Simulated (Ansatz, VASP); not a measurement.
## One calculation of Cu, two programs

```xyz
1
Lattice="2.4253 0.0000 0.0000 -1.2127 2.1004 0.0000 0.0000 0.0000 2.3498" Properties=species:S:1:pos:R:3 pbc="T T T"
Cu    0.0000    0.0000    0.0000
```

Change from the starting cell: volume scaled by 0.92, PAW files.

Alike in both runs: task single point; functional PBE; k mesh 17 × 17 × 16; occupations fermi-dirac, width 0.05 eV; no spin polarisation.

|  | VASP | Ansatz |
| --- | --- | --- |
| version | VASP 6.6.1 | Ansatz 0.2.0 |
| potentials or method | VASP PAW PBE potentials, release 64 (Cu_sv_GW) | PAW with Ansatz's default frozen-core files, scalar-relativistic |
| plane-wave cutoff (eV) | 820 | 420 |
| valence electrons in the cell | 19 | 19 |

|  | VASP | Ansatz | Ansatz less VASP |
| --- | --- | --- | --- |
| pressure (GPa) | 10.0 | 12.0 | +2.04 |

With one functional, cell and mesh, what is left measures potentials, basis and numerics.
